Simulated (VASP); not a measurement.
# Si2C3 (P6/mmm) in VASP: single point with PBE

Aim: the single point of Si2C3 with PBE.

Everything below comes from runs of VASP 6.6.1. Logs are shortened: lines on timing, memory, paths and dates and some standing lists are left out, and cuts for length are marked.

**1. The cell of the first run**

Symmetry: P6/mmm, No. 191, hexagonal system. Conventional cell: a = 3.345 Å, b = 3.345 Å, c = 6.050 Å, α = 90.00°, β = 90.00°, γ = 120.00°. Within 3.2 Å of Si (site symmetry 6mm) lie 6 C at 2.39 Å and 1 Si at 2.64 Å. Within 2.2 Å of C (site symmetry mmm) lie 4 C at 1.67 Å.

**2. Single point, PBE**

INCAR

```
ALGO = Normal ; EDIFF = 1E-6
ENCUT = 600 ; GGA = PE
GGA_COMPAT = False ; ISIF = 2
ISMEAR = 0 ; LASPH = True
LCHARG = False ; LREAL = False
LWAVE = False ; NBANDS = 18
NELM = 120 ; PREC = Accurate
SIGMA = 0.2
```

KPOINTS

```
k-points
0
Gamma
  5 5 3
```

POSCAR

```
Si2C3
1.0
    3.3452311060      0.0000000000      0.0000000000
   -1.6726155530      2.8970551193      0.0000000000
    0.0000000000      0.0000000000      6.0498990834
Si C
2 3
Direct
    0.0000000000      0.0000000000      0.2818355943
    0.0000000000      0.0000000000      0.7181644057
    0.5000000000      0.0000000000      0.0000000000
    0.0000000000      0.5000000000      0.0000000000
    0.5000000000      0.5000000000      0.0000000000
```

Potentials or basis: VASP PAW PBE potentials, release 64 (Si, C).

Run with:

```bash
$ cat potpaw_PBE.64/Si/POTCAR potpaw_PBE.64/C/POTCAR > POTCAR
$ mpirun -np 1 vasp_std > vasp.out
```

OUTCAR:

```text
EDIFF = 1E-6
   ENCUT = 600
   GGA = PE
   ISIF = 2
   ISMEAR = 0
   LASPH = True
   LREAL = False
   NELM = 120
   PREC = Accurate

 ion  position               nearest neighbor table
   1  0.000  0.000  0.282-   4 2.39   5 2.39   4 2.39   5 2.39   3 2.39   3 2.39   2 2.64
   2  0.000  0.000  0.718-   4 2.39   5 2.39   4 2.39   5 2.39   3 2.39   3 2.39   1 2.64
   3  0.500  0.000  0.000-   4 1.67   5 1.67   5 1.67   4 1.67   1 2.39   1 2.39   2 2.39   2 2.39

   4  0.000  0.500  0.000-   3 1.67   3 1.67   5 1.67   5 1.67   1 2.39   2 2.39   1 2.39   2 2.39

   5  0.500  0.500  0.000-   3 1.67   3 1.67   4 1.67   4 1.67   1 2.39   2 2.39   1 2.39   2 2.39

  LATTYP: Found a hexagonal cell.
 ALAT       =     3.3452311060
 C/A-ratio  =     1.8085145366

  Lattice vectors:

 A1 = (   3.3452311060,   0.0000000000,   0.0000000000)
 A2 = (  -1.6726155530,   2.8970551193,   0.0000000000)
 A3 = (   0.0000000000,   0.0000000000,   6.0498990834)

Analysis of symmetry for initial positions (statically):
=====================================================================
 Subroutine PRICEL returns:
 Original cell was already a primitive cell.

 Routine SETGRP: Setting up the symmetry group for a
 hexagonal supercell.

 Subroutine GETGRP returns: Found 24 space group operations
 (whereof 24 operations were pure point group operations)
 out of a pool of 24 trial point group operations.

The static configuration has the point symmetry D_6h.

Analysis of symmetry for dynamics (positions and initial velocities):
=====================================================================
 Subroutine PRICEL returns:
 Original cell was already a primitive cell.

 Routine SETGRP: Setting up the symmetry group for a
 hexagonal supercell.

 Subroutine GETGRP returns: Found 24 space group operations
 (whereof 24 operations were pure point group operations)
 out of a pool of 24 trial point group operations.

The dynamic configuration has the point symmetry D_6h.

 Subroutine INISYM returns: Found 24 space group operations
 (whereof 24 operations are pure point group operations),
 and found     1 'primitive' translations

----------------------------------------------------------------------------------------

                                     Primitive cell

  volume of cell :      58.6315

  direct lattice vectors                    reciprocal lattice vectors
     3.345231106  0.000000000  0.000000000     0.298933009  0.172589053  0.000000000
    -1.672615553  2.897055119  0.000000000     0.000000000  0.345178106  0.000000000
     0.000000000  0.000000000  6.049899083     0.000000000  0.000000000  0.165292013

  length of vectors
     3.345231106  3.345231106  6.049899083     0.345178106  0.345178106  0.165292013

  position of ions in fractional coordinates (direct lattice)
     0.000000000  0.000000000  0.281835594
     0.000000000  0.000000000  0.718164406
     0.500000000  0.000000000  0.000000000
     1.000000000  0.500000000  0.000000000
     0.500000000  0.500000000  0.000000000

  ion indices of the primitive-cell ions
   primitive index   ion index
                 1           1
                 2           2
                 3           3
                 4           4
                 5           5

----------------------------------------------------------------------------------------

 KPOINTS: k-points

Automatic generation of k-mesh.
 Grid dimensions read from file:
 generate k-points for:    5    5    3

 Generating k-lattice:

  Cartesian coordinates                     Fractional coordinates (reciprocal lattice)
     0.059786602  0.034517811  0.000000000     0.200000000 -0.000000000  0.000000000
     0.000000000  0.069035621  0.000000000     0.000000000  0.200000000  0.000000000
     0.000000000  0.000000000  0.055097338     0.000000000  0.000000000  0.333333333

  Length of vectors
     0.069035621  0.069035621  0.055097338

  Shift w.r.t. Gamma in fractional coordinates (k-lattice)
     0.000000000  0.000000000  0.000000000

 Subroutine IBZKPT returns following result:
 ===========================================

 Found     10 irreducible k-points:

 Following reciprocal coordinates:
            Coordinates               Weight
  0.000000  0.000000  0.000000      1.000000
  0.200000 -0.000000  0.000000      6.000000
  0.400000 -0.000000  0.000000      6.000000
  0.200000  0.200000  0.000000      6.000000
  0.400000  0.200000  0.000000      6.000000
  0.000000  0.000000  0.333333      2.000000
  0.200000 -0.000000  0.333333     12.000000
  0.400000 -0.000000  0.333333     12.000000
  0.200000  0.200000  0.333333     12.000000
  0.400000  0.200000  0.333333     12.000000
   k-points           NKPTS =     10   k-points in BZ     NKDIM =     10   number of bands    NBANDS=     18
   number of dos      NEDOS =    301   number of ions     NIONS =      5
   total plane-waves  NPLWV =  37632
   dimension x,y,z NGX =    28 NGY =   28 NGZ =   48
   dimension x,y,z NGXF=    56 NGYF=   56 NGZF=   96
   ions per type =               2   3
   NGX,Y,Z   is equivalent  to a cutoff of  13.91, 13.91, 13.19 a.u.
   NGXF,Y,Z  is equivalent  to a cutoff of  27.83, 27.83, 26.38 a.u.
 SYSTEM =  unknown system
   PREC   = accura    normal or accurate (medium, high low for compatibility)
   ISTART =      0    job   : 0-new  1-cont  2-samecut
   ICHARG =      2    charge: 1-file 2-atom 10-const
   ISPIN  =      1    spin polarized calculation?
   LNONCOLLINEAR =      F non collinear calculations
   LSORBIT =      F    spin-orbit coupling
   LASPH  =      T    aspherical Exc in radial PAW
   ENCUT  =  600.0 eV  44.10 Ry    6.64 a.u.   6.68  6.68 12.08*2*pi/ulx,y,z
   NELM   =    120;   NELMIN=  2; NELMDL= -5     # of ELM steps
   EDIFF  = 0.1E-05   stopping-criterion for ELM
   LREAL  =      F    real-space projection
   EDIFFG = 0.1E-04   stopping-criterion for IOM
   NSW    =      0    number of steps for IOM
   IBRION =     -1    ionic relax: 0-MD 1-quasi-New 2-CG
   NFREE  =      0    steps in history (QN), initial steepest desc. (CG)
   ISIF   =      2    stress and relaxation
   ISYM   =      2    0-nonsym 1-usesym 2-fastsym
   POTIM  = 0.5000    time-step for ionic-motion
   TEBEG  =    0.0;   TEEND  =   0.0 temperature during run
   PSTRESS=    0.0 pullay stress
   NELECT =      20.0000    total number of electrons
   NUPDOWN=      -1.0000    fix difference up-down
   EMIN   =  10.00;   EMAX   =-10.00  energy-range for DOS
   EFERMI =   0.00;   METHOD = LEGACY
   ISMEAR =     0;   SIGMA  =   0.20  broadening in eV -4-tet -1-fermi 0-gaus
   EFERMI_NEDOS =   21; number of points for ismear=-14 and -15
   IALGO  =     38    algorithm
   IMIX   =      4    mixing-type and parameters
     AMIX     =   0.40;   BMIX     =  1.00
     AMIX_MAG =   1.60;   BMIX_MAG =  1.00
  volume/ion in A,a.u.               =      11.73        79.13
  Fermi-wavevector in a.u.,A,eV,Ry     =   1.143864  2.161590 17.802209  1.308425
  Thomas-Fermi vector in A             =   2.280558
   LORBIT       =      0    0 simple, 1 ext, 2 COOP (PROOUT), +10 PAW based schemes
   GGA     = PE    functional components
   LHFCALC =     F    Hartree Fock is set to
   AEXX    =    0.0000 exact exchange contribution
   IVDW    =     0    specifies the selected vdW correction
   LEPSILON=     F    determine dielectric tensor
   LRPA    =     F    only Hartree local field effects (RPA)
 non-spin polarized calculation
 Gauss-broadening in eV      SIGMA  =   0.20
  energy-cutoff  :      600.00
  volume of cell :       58.63
 maximum number of plane-waves:      1980
 NGX is ok and might be reduce to    28
   NGX = 13   NGY = 13   NGZ = 25

 number of electron      20.0000001 magnetization

 Free energy of the ion-electron system (eV)
  ---------------------------------------------------
  ext. energy  EPLUGINS =         0.00000000
  ---------------------------------------------------
  free energy    TOTEN  =       -27.07436332 eV

  energy without entropy =      -27.04878117  energy(sigma->0) =      -27.06157225

 E-fermi :   7.2533     XC(G=0): -10.7697

 val. band max:        7.1310924792   @ k =   0.4000  -0.0000   0.0000
 cond. band min:       7.3054733246   @ k =   0.0000   0.0000   0.0000
 fundamental gap:      0.1743808454
 Fermi energy:         7.2533343566

 k-point     1 :       0.0000    0.0000    0.0000
  band No.  band energies     occupation
      1     -12.4443      2.00000
      2      -3.7826      2.00000
      3      -3.6257      2.00000
      4      -1.5281      2.00000
      5       0.8806      2.00000
      6       0.8806      2.00000
[... 10 lines left out ...]
     17      12.0691      0.00000
     18      14.6111      0.00000

 k-point     2 :       0.2000   -0.0000    0.0000
  band No.  band energies     occupation
      1     -11.9087      2.00000
      2      -4.9000      2.00000
      3      -3.1208      2.00000
      4      -1.4741      2.00000
      5      -0.3500      2.00000
      6      -0.0676      2.00000
[... 10 lines left out ...]
     17      13.8488      0.00000
     18      15.3600      0.00000

 k-point     3 :       0.4000   -0.0000    0.0000
  band No.  band energies     occupation
      1     -10.3928      2.00000
      2      -7.5847      2.00000
      3      -2.3105      2.00000
      4      -1.1588      2.00000
      5      -0.9154      2.00000
      6       0.8901      2.00000
[... 10 lines left out ...]
     17      13.4303      0.00000
     18      14.6627      0.00000

 k-point     4 :       0.2000    0.2000    0.0000
  band No.  band energies     occupation
      1     -10.8701      2.00000
      2      -6.5076      2.00000
      3      -3.7633      2.00000
      4      -1.8083      2.00000
      5       0.3153      2.00000
      6       1.4967      2.00000
[... 81 lines left out ...]
      4      -1.6734      2.00000
      5      -0.9105      2.00000
      6       1.2183      2.00000
[... 10 lines left out ...]
     17      13.6826      0.00000
     18      14.3632      0.00000

 k-point     9 :       0.2000    0.2000    0.3333
  band No.  band energies     occupation
      1     -10.8639      2.00000
      2      -6.5063      2.00000
      3      -3.7235      2.00000
      4      -2.3144      2.00000
      5       1.5048      2.00000
      6       1.5559      2.00000
[... 10 lines left out ...]
     17      14.0947      0.00000
     18      14.8248      0.00000

 k-point    10 :       0.4000    0.2000    0.3333
  band No.  band energies     occupation
      1      -9.3329      2.00000
      2      -8.3206      2.00000
      3      -4.8386      2.00000
      4      -0.1872      2.00000
      5       0.5601      2.00000
      6       2.1305      2.00000
[... 10 lines left out ...]
     17      14.5117      0.00000
     18      15.5197      0.00000

------------------------ aborting loop because EDIFF is reached ----------------------------------------

  FORCE on cell =-STRESS in cart. coord.  units (eV):
  Direction    XX          YY          ZZ          XY          YZ          ZX
  --------------------------------------------------------------------------------------
  -------------------------------------------------------------------------------------
  Total       -0.0104081     -0.0104081     -0.2665291      0.0000000      0.0000000      0.0000000
  in kB       -0.2844135     -0.2844135     -7.2832326      0.0000000      0.0000000      0.0000000
  external PRESSURE =      -2.6173532 kB  Pullay stress =       0.0000000 kB

 VOLUME and BASIS-vectors are now :
 -----------------------------------------------------------------------------
  energy-cutoff  :      600.00
  volume of cell :       58.63
      direct lattice vectors                 reciprocal lattice vectors
     3.345231106  0.000000000  0.000000000     0.298933009  0.172589053  0.000000000
    -1.672615553  2.897055119  0.000000000     0.000000000  0.345178106  0.000000000
     0.000000000  0.000000000  6.049899083     0.000000000  0.000000000  0.165292013

 POSITION                                       TOTAL-FORCE (eV/Angst)
 -----------------------------------------------------------------------------------
      0.00000      0.00000      1.70508         0.000000      0.000000     -0.057013
      0.00000      0.00000      4.34482        -0.000000     -0.000000      0.057013
      1.67262      0.00000      0.00000         0.000000      0.000000      0.000000
     -0.83631      1.44853      0.00000         0.000000      0.000000      0.000000
      0.83631      1.44853      0.00000         0.000000      0.000000      0.000000
 -----------------------------------------------------------------------------------
    total drift:                                0.000000      0.000000     -0.000000

  FREE ENERGIE OF THE ION-ELECTRON SYSTEM (eV)
  ---------------------------------------------------
  free  energy   TOTEN  =       -27.0743633235 eV

  energy  without entropy=      -27.0487811699  energy(sigma->0) =      -27.06157225
```

Wall time 10 s (1 thread of Intel Xeon Platinum 8375C at 2.90GHz (Ice Lake), shared host); peak memory 0.18 GiB.

What came out:

```yaml
Free_energy: -27.0744 eV
Pressure: -0.3 GPa
Largest_force: 0.057 eV/Å
Band_gap_on_the_k_mesh: zero (band 10 reaches 9.29 eV, above the bottom of band 11 at 7.07 eV)
```

Forces in eV/Å, atoms in the order of the input:
```
Si   0.000  0.000 -0.057
Si   0.000  0.000  0.057
C    0.000  0.000  0.000
C    0.000  0.000  0.000
C    0.000  0.000  0.000
```

Levels at points of the mesh, in eV from the Fermi level:
| k point | band 7 | band 8 | band 9 | band 10 | band 11 | band 12 | band 13 | band 14 |
| --- | --- | --- | --- | --- | --- | --- | --- | --- |
| (0.00, 0.00, 0.00) | -3.56 | -3.56 | -1.42 | 0.05 | 2.07 | 2.07 | 4.55 | 4.55 |

Caveat: the k points lie up to 0.43 Å⁻¹ apart.
